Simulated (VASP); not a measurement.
# Tc (Im-3m) in VASP: further runs, part 2 of 2

VASP 6.6.1.

## (4) Relaxation of cell and atoms, LDA

This run uses another cell than the first one, of 14.33 Å³/atom, 1.028 times its volume.

Input file INCAR:

```
SYSTEM = Tc
ALGO     = Normal         ! electronic algorithm
EDIFF    = 1E-7           ! SCF threshold, eV
EDIFFG   = -0.01          ! ionic threshold
ENCUT    = 600            ! plane-wave cutoff, eV
IBRION   = 2              ! ionic algorithm
ISIF     = 3              ! what is computed and relaxed
ISMEAR   = -1             ! smearing method
LASPH    = .True.         ! aspherical terms in the spheres
LCHARG   = .False.        ! write CHGCAR
LREAL    = .False.        ! projectors in reciprocal space
LWAVE    = .False.        ! write WAVECAR
NELM     = 60             ! most SCF steps
NSW      = 80             ! ionic steps
PREC     = Accurate       ! precision mode
SIGMA    = 0.05           ! smearing width, eV
```

Input file KPOINTS:

```
k-points
0
Gamma
  20 20 20
  0 0 0
```

Input file POSCAR:

```
Tc
1.0
    1.5300000000      1.5300000000      1.5300000000
   -1.5300000000      1.5300000000      1.5300000000
   -1.5300000000     -1.5300000000      1.5300000000
Tc
1
Direct
    0.0000000000      0.0000000000      0.0000000000
```

Potentials or basis: VASP PAW LDA potentials, release 64 (Tc_pv).

Launch:

```
cat potpaw_LDA.64/Tc_pv/POTCAR > POTCAR
mpirun -np 1 vasp_std > vasp.out
```

OUTCAR:

```text
SYSTEM = Tc
   EDIFF = 1E-7
   EDIFFG = -0.01
   ENCUT = 600
   IBRION = 2
   ISIF = 3
   ISMEAR = -1
   LASPH = .True.
   LREAL = .False.
   NELM = 60
   NSW = 80
   PREC = Accurate

 ion  position               nearest neighbor table
   1  0.000  0.000  0.000-

  LATTYP: Found a body centered cubic cell.
 ALAT       =     3.0600000000

  Lattice vectors:

 A1 = (   1.5300000000,  -1.5300000000,  -1.5300000000)
 A2 = (   1.5300000000,   1.5300000000,   1.5300000000)
 A3 = (  -1.5300000000,  -1.5300000000,   1.5300000000)

Analysis of symmetry for initial positions (statically):
=====================================================================
 Subroutine PRICEL returns:
 Original cell was already a primitive cell.

 Routine SETGRP: Setting up the symmetry group for a
 body centered cubic supercell.

 Subroutine GETGRP returns: Found 48 space group operations
 (whereof 48 operations were pure point group operations)
 out of a pool of 48 trial point group operations.

The static configuration has the point symmetry O_h .

Analysis of symmetry for dynamics (positions and initial velocities):
=====================================================================
 Subroutine PRICEL returns:
 Original cell was already a primitive cell.

 Routine SETGRP: Setting up the symmetry group for a
 body centered cubic supercell.

 Subroutine GETGRP returns: Found 48 space group operations
 (whereof 48 operations were pure point group operations)
 out of a pool of 48 trial point group operations.

The dynamic configuration has the point symmetry O_h .

 Subroutine INISYM returns: Found 48 space group operations
 (whereof 48 operations are pure point group operations),
 and found     1 'primitive' translations

----------------------------------------------------------------------------------------

                                     Primitive cell

  volume of cell :      14.3263

  direct lattice vectors                    reciprocal lattice vectors
     1.530000000  1.530000000  1.530000000     0.326797386  0.000000000  0.326797386
    -1.530000000  1.530000000  1.530000000    -0.326797386  0.326797386  0.000000000
    -1.530000000 -1.530000000  1.530000000     0.000000000 -0.326797386  0.326797386

  length of vectors
     2.650037736  2.650037736  2.650037736     0.462161295  0.462161295  0.462161295

  position of ions in fractional coordinates (direct lattice)
     0.000000000  0.000000000  0.000000000

  ion indices of the primitive-cell ions
   primitive index   ion index
                 1           1

----------------------------------------------------------------------------------------

 KPOINTS: k-points

Automatic generation of k-mesh.
 Grid dimensions read from file:
 generate k-points for:   20   20   20

 Generating k-lattice:

  Cartesian coordinates                     Fractional coordinates (reciprocal lattice)
     0.016339869  0.000000000  0.016339869     0.050000000  0.000000000  0.000000000
    -0.016339869  0.016339869  0.000000000     0.000000000  0.050000000  0.000000000
     0.000000000 -0.016339869  0.016339869     0.000000000  0.000000000  0.050000000

[... 45 lines left out ...]
   NGXF,Y,Z  is equivalent  to a cutoff of  30.11, 30.11, 30.11 a.u.
 SYSTEM =  Tc
   PREC   = accura    normal or accurate (medium, high low for compatibility)
   ISTART =      0    job   : 0-new  1-cont  2-samecut
   ICHARG =      2    charge: 1-file 2-atom 10-const
   ISPIN  =      1    spin polarized calculation?
   LNONCOLLINEAR =      F non collinear calculations
   LSORBIT =      F    spin-orbit coupling
   LASPH  =      T    aspherical Exc in radial PAW
   ENCUT  =  600.0 eV  44.10 Ry    6.64 a.u.   5.29  5.29  5.29*2*pi/ulx,y,z
   NELM   =     60;   NELMIN=  2; NELMDL= -5     # of ELM steps
   EDIFF  = 0.1E-06   stopping-criterion for ELM
   LREAL  =      F    real-space projection
   EDIFFG = -.1E-01   stopping-criterion for IOM
   NSW    =     80    number of steps for IOM
   IBRION =      2    ionic relax: 0-MD 1-quasi-New 2-CG
   NFREE  =      1    steps in history (QN), initial steepest desc. (CG)
   ISIF   =      3    stress and relaxation
   ISYM   =      2    0-nonsym 1-usesym 2-fastsym
   POTIM  = 0.5000    time-step for ionic-motion
   TEBEG  =    0.0;   TEEND  =   0.0 temperature during run
   PSTRESS=    0.0 pullay stress
   NELECT =      13.0000    total number of electrons
   NUPDOWN=      -1.0000    fix difference up-down
   EMIN   =  10.00;   EMAX   =-10.00  energy-range for DOS
   EFERMI =   0.00;   METHOD = LEGACY
   ISMEAR =    -1;   SIGMA  =   0.05  broadening in eV -4-tet -1-fermi 0-gaus
   EFERMI_NEDOS =   21; number of points for ismear=-14 and -15
   IALGO  =     38    algorithm
   IMIX   =      4    mixing-type and parameters
     AMIX     =   0.40;   BMIX     =  1.00
     AMIX_MAG =   1.60;   BMIX_MAG =  1.00
  volume/ion in A,a.u.               =      14.33        96.68
  Fermi-wavevector in a.u.,A,eV,Ry     =   1.584934  2.995091 34.178050  2.512016
  Thomas-Fermi vector in A             =   2.684476
   LORBIT       =      0    0 simple, 1 ext, 2 COOP (PROOUT), +10 PAW based schemes
   GGA     = CA    functional components
   LHFCALC =     F    Hartree Fock is set to
   AEXX    =    0.0000 exact exchange contribution
   IVDW    =     0    specifies the selected vdW correction
   LEPSILON=     F    determine dielectric tensor
   LRPA    =     F    only Hartree local field effects (RPA)
 conjugate gradient relaxation of ions
 non-spin polarized calculation
  energy-cutoff  :      600.00
  volume of cell :       14.33
 maximum number of plane-waves:       490
 NGX is ok and might be reduce to    24
   NGX = 11   NGY = 11   NGZ = 11

--------------------------------------- Ionic step        1  -------------------------------------------

 number of electron      13.0000002 magnetization

 Free energy of the ion-electron system (eV)
  ---------------------------------------------------
  ext. energy  EPLUGINS =         0.00000000
  ---------------------------------------------------
  free energy    TOTEN  =       -11.45464653 eV

  energy without entropy =      -11.44388985  energy(sigma->0) =      -11.44926819

------------------------ aborting loop because EDIFF is reached ----------------------------------------

  FORCE on cell =-STRESS in cart. coord.  units (eV):
  Direction    XX          YY          ZZ          XY          YZ          ZX
  --------------------------------------------------------------------------------------
  -------------------------------------------------------------------------------------
  Total       -0.7684030     -0.7684030     -0.7684030     -0.0000000     -0.0000000      0.0000000
  in kB      -85.9340648    -85.9340648    -85.9340648     -0.0000000     -0.0000000      0.0000000
  external PRESSURE =     -85.9340648 kB  Pullay stress =       0.0000000 kB
[... 92 lines left out ...]
--------------------------------------- Ionic step        4  -------------------------------------------

 number of electron      13.0000001 magnetization

 Free energy of the ion-electron system (eV)
  ---------------------------------------------------
  ext. energy  EPLUGINS =         0.00000000
  ---------------------------------------------------
  free energy    TOTEN  =       -11.46520486 eV

  energy without entropy =      -11.45479741  energy(sigma->0) =      -11.46000114

 E-fermi :  13.6172     XC(G=0): -14.1860

 val. band max:       13.6096237750   @ k =   0.5000   0.3000   0.1000
 cond. band min:      13.6194532285   @ k =   0.5000   0.3000   0.2000
 fundamental gap:      0.0098294535
 Fermi energy:        13.6172299705

 k-point     1 :       0.0000    0.0000    0.0000
  band No.  band energies     occupation
      1     -24.9925      2.00000
      2     -24.9925      2.00000
      3     -24.9925      2.00000
      4       5.5266      2.00000
      5      11.1137      2.00000
      6      11.1137      2.00000
      7      11.1137      2.00000
      8      14.1612      0.00004
      9      14.1612      0.00004
     10      29.4537      0.00000
[... 287 lines left out ...]
 k-point    24 :       0.3500    0.1000    0.0000
  band No.  band energies     occupation
      1     -25.9549      2.00000
      2     -25.3086      2.00000
      3     -25.0483      2.00000
      4       7.9940      2.00000
      5       9.7443      2.00000
      6      11.0999      2.00000
      7      13.5637      1.48921
      8      14.6480      0.00000
      9      15.2415      0.00000
     10      28.5888      0.00000

 [... further k-points ...]

------------------------ aborting loop because EDIFF is reached ----------------------------------------

  FORCE on cell =-STRESS in cart. coord.  units (eV):
  Direction    XX          YY          ZZ          XY          YZ          ZX
  --------------------------------------------------------------------------------------
  -------------------------------------------------------------------------------------
  Total       -0.0053370     -0.0053370     -0.0053370      0.0000000     -0.0000000      0.0000000
  in kB       -0.6132291     -0.6132291     -0.6132291      0.0000000     -0.0000000      0.0000000
  external PRESSURE =      -0.6132291 kB  Pullay stress =       0.0000000 kB
[... 16 lines left out ...]
  FREE ENERGIE OF THE ION-ELECTRON SYSTEM (eV)
  ---------------------------------------------------
  free  energy   TOTEN  =       -11.4652048633 eV

  energy  without entropy=      -11.4547974108  energy(sigma->0) =      -11.46000114

 reached required accuracy - stopping structural energy minimisation
```

Wall time 45 s (1 thread of Intel Xeon Platinum 8488C (Sapphire Rapids), shared host); peak memory 0.17 GiB.

Results:

* Free energy: -11.4652 eV
* Relaxed volume: 13.94 Å³/atom
* Relaxed cell: a = 2.626 Å, b = 2.626 Å, c = 2.626 Å, α = 70.53°, β = 109.47°, γ = 70.53°
* Space group after relaxing (to 0.05 Å): Im-3m (No. 229)
* Energy gained by relaxing: 10.6 meV/atom
* Ionic steps: 4
* Pressure after relaxing: -0.1 GPa

The path:
```
step  energy change (eV)  largest force (eV/Å)  pressure (GPa)  volume (Å³)
   1              0.0000                0.0000           -8.59        14.33
   2              0.1061                0.0000           35.14        12.79
   3             -0.0105                0.0000           -0.33        13.96
   4             -0.0106                0.0000           -0.06        13.94
```

Final structure:
```
Tc
1.0
     1.51626    1.51626    1.51626
    -1.51626    1.51626    1.51626
    -1.51626   -1.51626    1.51626
Tc
1
Direct
  0.00000 0.00000 0.00000
```

Levels at points of the mesh, in eV from the Fermi level:
| k point | band 2 | band 3 | band 4 | band 5 | band 6 | band 7 | band 8 | band 9 | band 10 |
| --- | --- | --- | --- | --- | --- | --- | --- | --- | --- |
| (0.00, 0.00, 0.00) | -38.61 | -38.61 | -8.09 | -2.50 | -2.50 | -2.50 | 0.54 | 0.54 | 15.84 |
| (0.50, 0.00, 0.00) | -39.06 | -38.62 | -6.38 | -4.54 | 0.58 | 1.16 | 1.35 | 3.66 | 11.45 |
| (0.50, 0.50, 0.50) | -39.59 | -39.59 | -6.58 | -6.58 | 2.90 | 2.90 | 2.90 | 9.34 | 9.34 |

## (5) The runs side by side

```csv
task,cell,cutoff (eV),gap on the mesh (eV),pressure (GPa),relaxed volume (Å³/atom)
single point,"a = 2.626 Å, angles 70.5, 109.5, 70.5°, 1 atom",520,none,0.1,-
relaxation of cell and atoms,"relaxed from a = 2.626 Å, angles 70.5, 109.5, 70.5°, 1 atom",600,none,0.0,13.94
relaxation of cell and atoms,"relaxed from a = 2.650 Å, angles 70.5, 109.5, 70.5°, 1 atom",600,none,-0.1,13.94
```

Alike in all rows: level LDA; potentials or basis VASP PAW LDA potentials, release 64 (Tc_pv); no spin polarisation; k mesh 20 × 20 × 20; smearing fermi-dirac 0.05 eV.

Total energies depend on the potentials used, so only differences within one code and one set of settings carry meaning.
